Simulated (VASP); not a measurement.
# Mg2BeS3 (R-3m) in VASP: a series of runs

Mg2BeS3 is run at these levels: PBEsol; tasks: single point, relaxation of cell and atoms.

All numbers are computed with VASP 6.6.1; they aren't measurements. Logs are shortened: lines on timing, memory, paths and dates and some standing lists are left out, and cuts for length are marked.

## Step 1: The cell of the first run

It takes space group R-3m (No. 166, trigonal). The conventional cell has a = 6.489 Å, b = 6.489 Å, c = 9.005 Å, α = 90.00°, β = 90.00°, γ = 120.00°. Mg (site symmetry 3m) has 3 S at 2.39 Å and 1 Be at 2.99 Å and 1 Mg at 3.03 Å within 3.2 Å. Within 3.2 Å of Be (site symmetry -3m) lie 6 S at 2.40 Å and 2 Mg at 2.99 Å. Within 3.2 Å of S (site symmetry 2/m) lie 2 Mg at 2.39 Å and 2 Be at 2.40 Å.

## Step 2: Single point, PBEsol

Contents of INCAR:

```
ALGO = Normal
EDIFF = 1E-6
ENCUT = 520
GGA = PS
ISIF = 2
ISMEAR = -1
LASPH = T
LCHARG = F
LREAL = F
LWAVE = F
NBANDS = 21
NELM = 80
PREC = Accurate
SIGMA = 0.03
```

Contents of KPOINTS:

```
k-points
0
Gamma
  4 4 4
```

Contents of POSCAR:

```
Mg2BeS3
1.0
    3.2445184416      1.8732235957      3.0015910703
   -3.2445184416      1.8732235957      3.0015910703
    0.0000000000     -3.7464471913      3.0015910703
Mg Be S
2 1 3
Direct
    0.1682790790      0.1682790790      0.1682790790
    0.8317209210      0.8317209210      0.8317209210
    0.5000000000      0.5000000000      0.5000000000
    0.5000000000      0.5000000000      0.0000000000
    0.5000000000      0.0000000000      0.5000000000
    0.0000000000      0.5000000000      0.5000000000
```

Potentials or basis: VASP PAW PBE potentials, release 64 (Mg, Be, S).

On the command line:

```console
cat potpaw_PBE.64/Mg/POTCAR potpaw_PBE.64/Be/POTCAR potpaw_PBE.64/S/POTCAR > POTCAR
mpirun -np 1 vasp_std > vasp.out
```

OUTCAR:

```text
EDIFF = 1E-6
   ENCUT = 520
   GGA = PS
   ISIF = 2
   ISMEAR = -1
   LASPH = T
   LREAL = F
   NELM = 80
   PREC = Accurate

 ion  position               nearest neighbor table
   1  0.168  0.168  0.168-   5 2.39   6 2.39   4 2.39   3 2.99   2 3.03
   2  0.832  0.832  0.832-   5 2.39   6 2.39   4 2.39   3 2.99   1 3.03
   3  0.500  0.500  0.500-   4 2.40   4 2.40   6 2.40   5 2.40   5 2.40   6 2.40   1 2.99   2 2.99

   4  0.500  0.500  0.000-   1 2.39   2 2.39   3 2.40   3 2.40
   5  0.500  0.000  0.500-   1 2.39   2 2.39   3 2.40   3 2.40
   6  0.000  0.500  0.500-   1 2.39   2 2.39   3 2.40   3 2.40

  LATTYP: Found a trigonal (rhomboedric) cell.
 ALAT       =     4.8005640826
 COS(alpha) =     0.0864213394

  Lattice vectors:

 A1 = (   3.2445184416,   1.8732235957,   3.0015910703)
 A2 = (  -3.2445184416,   1.8732235957,   3.0015910703)
 A3 = (   0.0000000000,  -3.7464471913,   3.0015910703)

Analysis of symmetry for initial positions (statically):
=====================================================================
 Subroutine PRICEL returns:
 Original cell was already a primitive cell.

 Routine SETGRP: Setting up the symmetry group for a
 trigonal (rhombohedral) supercell.

 Subroutine GETGRP returns: Found 12 space group operations
 (whereof 12 operations were pure point group operations)
 out of a pool of 12 trial point group operations.

The static configuration has the point symmetry D_3d.

Analysis of symmetry for dynamics (positions and initial velocities):
=====================================================================
 Subroutine PRICEL returns:
 Original cell was already a primitive cell.

 Routine SETGRP: Setting up the symmetry group for a
 trigonal (rhombohedral) supercell.

 Subroutine GETGRP returns: Found 12 space group operations
 (whereof 12 operations were pure point group operations)
 out of a pool of 12 trial point group operations.

The dynamic configuration has the point symmetry D_3d.

 Subroutine INISYM returns: Found 12 space group operations
 (whereof 12 operations are pure point group operations),
 and found     1 'primitive' translations

----------------------------------------------------------------------------------------

                                     Primitive cell

  volume of cell :     109.4568

  direct lattice vectors                    reciprocal lattice vectors
     3.244518442  1.873223596  3.001591070     0.154106074  0.088973183  0.111052214
    -3.244518442  1.873223596  3.001591070    -0.154106074  0.088973183  0.111052214
     0.000000000 -3.746447191  3.001591070     0.000000000 -0.177946367  0.111052214

  length of vectors
     4.800564083  4.800564083  4.800564083     0.209755819  0.209755819  0.209755819

  position of ions in fractional coordinates (direct lattice)
     0.168279079  0.168279079  0.168279079
     0.831720921  0.831720921  0.831720921
     0.500000000  0.500000000  0.500000000
     0.500000000  0.500000000  0.000000000
     0.500000000  0.000000000  0.500000000
     0.000000000  0.500000000  0.500000000

  ion indices of the primitive-cell ions
   primitive index   ion index
                 1           1
                 2           2
                 3           3
                 4           4
                 5           5
                 6           6

----------------------------------------------------------------------------------------

 KPOINTS: k-points

Automatic generation of k-mesh.
 Grid dimensions read from file:
 generate k-points for:    4    4    4

 Generating k-lattice:

  Cartesian coordinates                     Fractional coordinates (reciprocal lattice)
     0.038526519  0.022243296  0.027763053     0.250000000  0.000000000  0.000000000
    -0.038526519  0.022243296  0.027763053     0.000000000  0.250000000  0.000000000
     0.000000000 -0.044486592  0.027763053     0.000000000  0.000000000  0.250000000

  Length of vectors
     0.052438955  0.052438955  0.052438955

  Shift w.r.t. Gamma in fractional coordinates (k-lattice)
     0.000000000  0.000000000  0.000000000

 Subroutine IBZKPT returns following result:
 ===========================================

 Found     13 irreducible k-points:

 Following reciprocal coordinates:
            Coordinates               Weight
  0.000000  0.000000  0.000000      1.000000
  0.250000  0.000000  0.000000      6.000000
  0.500000  0.000000  0.000000      3.000000
  0.250000  0.250000  0.000000      6.000000
  0.500000  0.250000 -0.000000     12.000000
 -0.250000  0.250000  0.000000      6.000000
  0.500000  0.500000  0.000000      3.000000
  0.250000  0.250000  0.250000      2.000000
  0.500000  0.250000  0.250000      6.000000
 -0.250000  0.250000  0.250000      6.000000
  0.500000  0.500000  0.250000      6.000000
 -0.250000  0.500000  0.250000      6.000000
  0.500000  0.500000  0.500000      1.000000
   k-points           NKPTS =     13   k-points in BZ     NKDIM =     13   number of bands    NBANDS=     21
   number of dos      NEDOS =    301   number of ions     NIONS =      6
   total plane-waves  NPLWV =  46656
   dimension x,y,z NGX =    36 NGY =   36 NGZ =   36
   dimension x,y,z NGXF=    72 NGYF=   72 NGZF=   72
   ions per type =               2   1   3
   NGX,Y,Z   is equivalent  to a cutoff of  12.47, 12.47, 12.47 a.u.
   NGXF,Y,Z  is equivalent  to a cutoff of  24.93, 24.93, 24.93 a.u.
 SYSTEM =  unknown system
   PREC   = accura    normal or accurate (medium, high low for compatibility)
   ISTART =      0    job   : 0-new  1-cont  2-samecut
   ICHARG =      2    charge: 1-file 2-atom 10-const
   ISPIN  =      1    spin polarized calculation?
   LNONCOLLINEAR =      F non collinear calculations
   LSORBIT =      F    spin-orbit coupling
   LASPH  =      T    aspherical Exc in radial PAW
   ENCUT  =  520.0 eV  38.22 Ry    6.18 a.u.   8.93  8.93  8.93*2*pi/ulx,y,z
   NELM   =     80;   NELMIN=  2; NELMDL= -5     # of ELM steps
   EDIFF  = 0.1E-05   stopping-criterion for ELM
   LREAL  =      F    real-space projection
   EDIFFG = 0.1E-04   stopping-criterion for IOM
   NSW    =      0    number of steps for IOM
   IBRION =     -1    ionic relax: 0-MD 1-quasi-New 2-CG
   NFREE  =      0    steps in history (QN), initial steepest desc. (CG)
   ISIF   =      2    stress and relaxation
[... 39 lines left out ...]

 E-fermi :   3.8619     XC(G=0):  -9.4609

 val. band max:        3.8450759545   @ k =   0.5000   0.2500   0.2500
 cond. band min:       3.8928375974   @ k =   0.2500   0.2500   0.2500
 fundamental gap:      0.0477616429
 Fermi energy:         3.8618815956

 k-point     1 :       0.0000    0.0000    0.0000
  band No.  band energies     occupation
      1      -9.6878      2.00000
      2      -7.3922      2.00000
      3      -7.3922      2.00000
      4      -1.9840      2.00000
      5      -0.5409      2.00000
      6      -0.5409      2.00000
[... 13 lines left out ...]
     20      10.8670      0.00000
     21      10.9144      0.00000

 k-point     2 :       0.2500    0.0000    0.0000
  band No.  band energies     occupation
      1      -9.4629      2.00000
      2      -7.8057      2.00000
      3      -7.3721      2.00000
      4      -1.5533      2.00000
      5      -0.3972      2.00000
      6      -0.3180      2.00000
[... 13 lines left out ...]
     20      10.0017      0.00000
     21      11.3913      0.00000

 k-point     3 :       0.5000    0.0000    0.0000
  band No.  band energies     occupation
      1      -9.0568      2.00000
      2      -8.3821      2.00000
      3      -7.3517      2.00000
      4      -0.9900      2.00000
      5      -0.0335      2.00000
      6       0.1025      2.00000
[... 13 lines left out ...]
     20      10.1525      0.00000
     21      11.0655      0.00000

 k-point     4 :       0.2500    0.2500    0.0000
  band No.  band energies     occupation
      1      -9.3024      2.00000
      2      -7.7301      2.00000
      3      -7.6590      2.00000
      4      -1.7200      2.00000
      5      -0.3940      2.00000
      6       0.1503      2.00000
[... 13 lines left out ...]
     20      10.9941      0.00000
     21      11.3065      0.00000

 k-point     5 :       0.5000    0.2500   -0.0000
  band No.  band energies     occupation
      1      -8.8684      2.00000
      2      -8.3302      2.00000
      3      -7.6188      2.00000
      4      -1.1152      2.00000
      5      -0.6708      2.00000
      6      -0.1601      2.00000
[... 13 lines left out ...]
     20      11.1933      0.00000
     21      11.4154      0.00000

 k-point     6 :      -0.2500    0.2500    0.0000
  band No.  band energies     occupation
      1      -9.1957      2.00000
      2      -8.0345      2.00000
      3      -7.5419      2.00000
      4      -0.9062      2.00000
      5      -0.8615      2.00000
      6       0.2322      2.00000
[... 13 lines left out ...]
     20      11.0655      0.00000
     21      11.6270      0.00000

 k-point     7 :       0.5000    0.5000    0.0000
  band No.  band energies     occupation
      1      -8.5158      2.00000
      2      -8.3101      2.00000
      3      -8.0150      2.00000
      4      -1.4299      2.00000
      5      -0.9628      2.00000
      6       0.2153      2.00000
[... 13 lines left out ...]
     20      11.3591      0.00000
     21      11.8263      0.00000

 k-point     8 :       0.2500    0.2500    0.2500
  band No.  band energies     occupation
      1      -9.2210      2.00000
      2      -7.6907      2.00000
      3      -7.6907      2.00000
      4      -2.3609      2.00000
      5      -0.3011      2.00000
      6       0.2691      2.00000
[... 13 lines left out ...]
     20      10.6605      0.00000
     21      11.2070      0.00000

 k-point     9 :       0.5000    0.2500    0.2500
  band No.  band energies     occupation
      1      -8.8427      2.00000
      2      -8.1913      2.00000
      3      -7.6661      2.00000
      4      -2.0616      2.00000
      5      -0.9783      2.00000
      6       0.1222      2.00000
[... 13 lines left out ...]
     20      10.8494      0.00000
     21      11.1805      0.00000

 k-point    10 :      -0.2500    0.2500    0.2500
  band No.  band energies     occupation
      1      -8.9994      2.00000
      2      -8.0735      2.00000
      3      -7.7062      2.00000
      4      -1.6101      2.00000
      5      -0.5558      2.00000
      6       0.1918      2.00000
[... 13 lines left out ...]
     20      10.6351      0.00000
     21      11.0568      0.00000

 k-point    11 :       0.5000    0.5000    0.2500
  band No.  band energies     occupation
      1      -8.5985      2.00000
      2      -8.1021      2.00000
      3      -7.9755      2.00000
      4      -2.2377      2.00000
      5      -1.3105      2.00000
      6      -0.3591      2.00000
[... 13 lines left out ...]
     20      10.9915      0.00000
     21      11.6040      0.00000

 k-point    12 :      -0.2500    0.5000    0.2500
  band No.  band energies     occupation
      1      -8.5780      2.00000
      2      -8.4078      2.00000
      3      -7.8043      2.00000
      4      -1.6616      2.00000
      5      -0.7990      2.00000
      6      -0.4944      2.00000
[... 13 lines left out ...]
     20      10.7634      0.00000
     21      10.9611      0.00000

 k-point    13 :       0.5000    0.5000    0.5000
  band No.  band energies     occupation
      1      -8.6303      2.00000
      2      -7.9348      2.00000
      3      -7.9348      2.00000
      4      -2.8355      2.00000
      5      -1.5569      2.00000
      6      -0.4178      2.00000
[... 13 lines left out ...]
     20      10.8692      0.00000
     21      11.5649      0.00000

------------------------ aborting loop because EDIFF is reached ----------------------------------------

  FORCE on cell =-STRESS in cart. coord.  units (eV):
  Direction    XX          YY          ZZ          XY          YZ          ZX
  --------------------------------------------------------------------------------------
  -------------------------------------------------------------------------------------
  Total       -0.0324061     -0.0324061     -0.0288480      0.0000000     -0.0000000     -0.0000000
  in kB       -0.4743455     -0.4743455     -0.4222642      0.0000000     -0.0000000     -0.0000000
  external PRESSURE =      -0.4569851 kB  Pullay stress =       0.0000000 kB

 VOLUME and BASIS-vectors are now :
 -----------------------------------------------------------------------------
  energy-cutoff  :      520.00
  volume of cell :      109.46
      direct lattice vectors                 reciprocal lattice vectors
     3.244518442  1.873223596  3.001591070     0.154106074  0.088973183  0.111052214
    -3.244518442  1.873223596  3.001591070    -0.154106074  0.088973183  0.111052214
     0.000000000 -3.746447191  3.001591070     0.000000000 -0.177946367  0.111052214

 POSITION                                       TOTAL-FORCE (eV/Angst)
 -----------------------------------------------------------------------------------
      0.00000      0.00000      1.51531        -0.000000      0.000000      0.001479
      0.00000      0.00000      7.48946        -0.000000     -0.000000     -0.001479
      0.00000      0.00000      4.50239        -0.000000     -0.000000     -0.000000
      0.00000      1.87322      3.00159         0.000000     -0.000000      0.000000
      1.62226     -0.93661      3.00159         0.000000     -0.000000     -0.000000
     -1.62226     -0.93661      3.00159        -0.000000     -0.000000      0.000000
 -----------------------------------------------------------------------------------
    total drift:                               -0.000000     -0.000000      0.000000

  FREE ENERGIE OF THE ION-ELECTRON SYSTEM (eV)
  ---------------------------------------------------
  free  energy   TOTEN  =       -23.4347759994 eV

  energy  without entropy=      -23.4254616390  energy(sigma->0) =      -23.43011882
```

Run time: 15 s. Hardware: 1 thread of Intel Xeon 6975P-C (Granite Rapids), shared host; peak memory 0.21 GiB.

Results:

```yaml
Free_energy: -23.4348 eV
Pressure: 0.0 GPa
Band_gap_on_the_k_mesh: zero (band 12 reaches 3.95 eV, above the bottom of band 13 at 3.47 eV)
```

Caveat: the PAW data sets were made with another functional, which shifts forces and pressure a little.

## Step 3: Relaxation of cell and atoms, PBEsol

This run uses another cell than the first one, of 21.24 Å³/atom, 1.164 times its volume.

Contents of INCAR:

```
SYSTEM = Mg2BeS3
ALGO     = Normal         ! electronic algorithm
EDIFF    = 1E-6           ! SCF threshold, eV
EDIFFG   = -0.01          ! ionic threshold
ENCUT    = 600            ! plane-wave cutoff, eV
GGA      = PS             ! functional
IBRION   = 2              ! ionic algorithm
ISIF     = 3              ! what is computed and relaxed
ISMEAR   = -1             ! smearing method
LASPH    = .True.         ! aspherical terms in the spheres
LCHARG   = .False.        ! write CHGCAR
LREAL    = .False.        ! projectors in reciprocal space
LWAVE    = .False.        ! write WAVECAR
NELM     = 80             ! most SCF steps
NSW      = 100            ! ionic steps
PREC     = Accurate       ! precision mode
SIGMA    = 0.03           ! smearing width, eV
```

Contents of KPOINTS:

```
k-points
0
Gamma
  4 4 4
  0 0 0
```

Contents of POSCAR:

```
Mg2BeS3
1.0
    2.9201882800      1.6859714900      4.3135964700
   -2.9201882800      1.6859714900      4.3135964700
    0.0000000000     -3.3719429800      4.3135964700
Mg Be S
2 1 3
Direct
    0.1253110000      0.1253110000      0.1253110000
    0.8746890000      0.8746890000      0.8746890000
    0.5000000000      0.5000000000      0.5000000000
    0.5000000000      0.5000000000      0.0000000000
    0.5000000000      0.0000000000      0.5000000000
    0.0000000000      0.5000000000      0.5000000000
```

Potentials or basis: VASP PAW PBE potentials, release 64 (Mg, Be, S).

On the command line:

```console
cat potpaw_PBE.64/Mg/POTCAR potpaw_PBE.64/Be/POTCAR potpaw_PBE.64/S/POTCAR > POTCAR
mpirun -np 1 vasp_std > vasp.out
```

Wall time 4.4 min (1 thread of Intel Xeon 6975P-C (Granite Rapids), shared host); peak memory 0.36 GiB.

It converged, with:

```
Free energy                            : -23.4345 eV
Relaxed volume                         : 18.21 Å³/atom
Relaxed cell                           : a = 4.798 Å, b = 4.798 Å, c = 4.798 Å, α = 85.01°, β = 85.01°, γ = 85.01°
Space group after relaxing (to 0.05 Å) : R-3m (No. 166)
Energy gained by relaxing              : 829.3 meV/atom
Ionic steps                            : 21
Pressure after relaxing                : 0.0 GPa
Largest force after relaxing           : 0.009 eV/Å
Band gap on the k mesh                 : zero (band 12 reaches 3.97 eV, above the bottom of band 13 at 3.48 eV)
```

Forces in eV/Å, atoms in the order of the input:
```
Mg   0.000  0.000  0.009
Mg   0.000  0.000 -0.009
Be   0.000  0.000  0.000
S    0.000  0.000  0.000
S    0.000  0.000  0.000
S    0.000  0.000  0.000
```

Step by step:
| step | energy change (eV) | largest force (eV/Å) | pressure (GPa) | volume (Å³) |
| --- | --- | --- | --- | --- |
| 1 | 0.0000 | 0.1193 | -9.59 | 127.42 |
| 2 | -2.0726 | 0.4917 | -3.79 | 105.00 |
| 3 | 1.1703 | 2.6718 | 68.79 | 65.20 |
| 4 | -2.6285 | 0.8414 | 1.19 | 96.32 |
| 5 | -2.8661 | 1.2321 | 9.22 | 87.99 |
| 6 | -3.6959 | 2.0775 | 15.12 | 85.08 |
| 7 | -3.6944 | 2.0894 | 15.26 | 85.03 |
| 8 | -4.5925 | 1.3160 | 4.10 | 96.29 |
| 9 | -4.7602 | 1.2455 | 0.40 | 102.41 |
| 10 | -4.7168 | 1.2692 | -4.81 | 115.28 |
| 11 | -4.7973 | 1.2428 | -1.79 | 106.99 |
| 12 | -4.9220 | 0.6098 | -0.28 | 105.98 |
| 13 | -4.9527 | 0.0724 | 1.20 | 105.16 |
| 14 | -4.9659 | 0.0476 | 0.45 | 106.86 |
| 15 | -4.9714 | 0.0580 | -0.37 | 109.04 |
| 16 | -4.9755 | 0.0201 | -0.01 | 108.94 |
| 17 | -4.9758 | 0.0071 | 0.11 | 108.91 |
| 18 | -4.9758 | 0.0060 | 0.12 | 108.91 |
| 19 | -4.9759 | 0.0163 | 0.01 | 109.16 |
| 20 | -4.9759 | 0.0171 | 0.00 | 109.19 |
| 21 | -4.9760 | 0.0090 | -0.01 | 109.25 |

Final structure:
```yaml
crystal:
  lattice:
    - [3.24169, 1.87159, 3.00114]
    - [-3.24169, 1.87159, 3.00114]
    - [0.00000, -3.74318, 3.00114]
  atoms:
    - { symbol: Mg, position: [0.16787, 0.16787, 0.16787] }
    - { symbol: Mg, position: [0.83213, 0.83213, 0.83213] }
    - { symbol: Be, position: [0.50000, 0.50000, 0.50000] }
    - { symbol: S, position: [0.50000, 0.50000, 0.00000] }
    - { symbol: S, position: [0.50000, 0.00000, 0.50000] }
    - { symbol: S, position: [0.00000, 0.50000, 0.50000] }
```

Levels at points of the mesh, in eV from the Fermi level:
```
           k point  band 8  band 9  band 10  band 11  band 12  band 13  band 14  band 15  band 16
(0.00, 0.00, 0.00)   -2.20   -1.64    -1.25    -0.42    -0.42    -0.39     1.68     3.43     3.43
(0.50, 0.00, 0.00)   -3.10   -2.48    -2.02    -1.49    -0.46     1.28     2.23     4.53     4.93
(0.50, 0.50, 0.00)   -2.57   -2.38    -2.31    -0.53     0.09     1.08     3.53     4.06     4.08
(0.50, 0.50, 0.50)   -0.97   -0.62    -0.62    -0.17    -0.17     0.55     3.67     3.87     3.87
```

Caveat: the PAW data sets were made with another functional, which shifts forces and pressure a little.
